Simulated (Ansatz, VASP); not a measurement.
## One calculation of BaTiO3, two programs

```xyz
5
Lattice="3.9998 0.0000 0.0000 0.0000 3.9998 0.0000 0.0000 0.0000 4.0180" Properties=species:S:1:pos:R:3 pbc="T T T"
Ba    0.0000    0.0000    0.0000
Ti    1.9999    1.9999    1.9688
O     0.0000    1.9999    2.0773
O     1.9999    0.0000    2.0773
O     1.9999    1.9999    0.0763
```

Alike in both runs: task single point; functional PBE; dispersion D3(BJ); k mesh 7 × 7 × 7; occupations fermi-dirac, width 0.05 eV; no spin polarisation.

```csv
,VASP,Ansatz
version,VASP 6.6.1,Ansatz 0.2.0
potentials or method,"VASP PAW PBE potentials, release 64 (Ba_sv, Ti_sv, O_h)",Ansatz PAW
plane-wave cutoff (eV),910,420
valence electrons in the cell,40,40
```

VASP gave:

* gap on the k mesh at the Fermi level (eV): 1.87
* least direct gap on the mesh (eV): 2.06
* rms of the force components (eV/Å): 0.095

Q: What did Ansatz give for the same quantities?

A: gap on the k mesh at the Fermi level (eV): 1.93; least direct gap on the mesh (eV): 2.09; rms of the force components (eV/Å): 0.097.

Atom by atom the forces differ by 0.013 eV/Å (rms over components).

Neither program's run includes spin-orbit coupling. Noted on VASP's run: the cutoff is short for stress, so the pressure is rough. Noted on Ansatz's run: odd divisions of the mesh miss points on the zone boundary, where band edges often lie, so the gap on the mesh can be too wide.
